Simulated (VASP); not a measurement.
CsCaBO3: electric field gradients with r2SCAN

The system is CsCaBO3.

```xyz
24
Lattice="7.5720 0.0000 0.0000 0.0000 7.5720 0.0000 0.0000 0.0000 7.5720" Properties=species:S:1:pos:R:3 pbc="T T T"
Cs    4.8496    2.7224    6.5084
Cs    6.5084    4.8496    2.7224
Cs    1.0636    1.0636    1.0636
Cs    2.7224    6.5084    4.8496
Ca    6.4835    6.4835    6.4835
Ca    4.8745    1.0885    2.6975
Ca    2.6975    4.8745    1.0885
Ca    1.0885    2.6975    4.8745
B     0.7238    4.5098    6.8482
B     3.0622    3.0622    3.0622
B     4.5098    6.8482    0.7238
B     6.8482    0.7238    4.5098
O     0.6448    5.5515    0.2007
O     3.1412    2.0205    3.9867
O     4.4308    5.8065    7.3713
O     6.9272    1.7655    3.5853
O     0.2007    0.6448    5.5515
O     3.9867    3.1412    2.0205
O     7.3713    4.4308    5.8065
O     3.5853    6.9272    1.7655
O     5.5515    0.2007    0.6448
O     2.0205    3.9867    3.1412
O     5.8065    7.3713    4.4308
O     1.7655    3.5853    6.9272
```

- Program: VASP 6.6.1
- Task: electric field gradients
- Functional: r2SCAN
- Potentials or basis: VASP PAW PBE potentials, release 64 (Cs_sv, Ca_sv, B, O)
- Cutoff: 520 eV
- k mesh: 3 × 3 × 3
- Occupations: fermi-dirac, width 0.02 eV
- Spin: no spin polarisation
- Dipole correction: no
- Further INCAR settings: LREAL = Auto; ALGO = Normal; EDIFF = 1e-08; NBANDS = 98

The pressure is -0.2 GPa and the largest force is 0.255 eV/Å. The band gap on the k mesh is 4.57 eV and the largest electric field gradient by atom is Cs -6.8; Ca +19.6; B +33.5; O -58.1 V/Å².

Forces on the atoms (eV/Å):
```
Cs  -0.009  0.009  0.009
Cs   0.009 -0.009  0.009
Cs  -0.009 -0.009 -0.009
Cs   0.009  0.009 -0.009
Ca   0.011  0.011  0.011
Ca  -0.011 -0.011  0.011
Ca   0.011 -0.011 -0.011
Ca  -0.011  0.011 -0.011
B    0.004  0.004 -0.004
B   -0.004 -0.004 -0.004
B    0.004 -0.004  0.004
B   -0.004  0.004  0.004
O    0.011 -0.183 -0.177
O   -0.011  0.183 -0.177
O    0.011  0.183  0.177
O   -0.011 -0.183  0.177
O   -0.177  0.011 -0.183
O   -0.177 -0.011  0.183
O    0.177  0.011  0.183
O    0.177 -0.011 -0.183
O   -0.183 -0.177  0.011
O    0.183 -0.177 -0.011
O    0.183  0.177  0.011
O   -0.183  0.177 -0.011
```

Levels at points of the mesh, in eV from the valence-band top:
```csv
k point,band 77,band 78,band 79,band 80,band 81,band 82,band 83,band 84
"(0.00, 0.00, 0.00)",-0.32,-0.32,-0.32,0.00,4.57,5.86,5.86,5.86
```

Electric field gradients, principal values (V/Å²):
```
atom    least   middle  greatest (by size)
1 Cs    3.423    3.423              -6.846
2 Cs    3.423    3.423              -6.846
3 Cs    3.423    3.423              -6.846
4 Cs    3.423    3.423              -6.846
5 Ca   -9.791   -9.791              19.581
6 Ca   -9.791   -9.791              19.581
7 Ca   -9.791   -9.791              19.581
8 Ca   -9.791   -9.791              19.581
 9 B  -16.737  -16.737              33.473
10 B  -16.737  -16.737              33.473
11 B  -16.737  -16.737              33.473
12 B  -16.737  -16.737              33.473
13 O   11.577   46.565             -58.143
14 O   11.577   46.565             -58.143
15 O   11.577   46.565             -58.143
16 O   11.577   46.565             -58.143
17 O   11.577   46.565             -58.143
18 O   11.577   46.565             -58.143
19 O   11.577   46.565             -58.143
20 O   11.577   46.565             -58.143
21 O   11.577   46.565             -58.143
22 O   11.577   46.565             -58.143
23 O   11.577   46.565             -58.143
24 O   11.577   46.565             -58.143
```

Wall time 29 min on 1 thread of AMD EPYC 7R43 64-Core Processor (Zen 3), on a shared host, peak memory 0.48 GiB.

Caveat: without QUAD_EFG the Cq values of the log hold for a quadrupole moment of 1 mb, not for the nuclei; the PAW data sets were made with another functional, which shifts forces and pressure a little; spin-orbit coupling is left out, which moves the levels of the heavy elements.
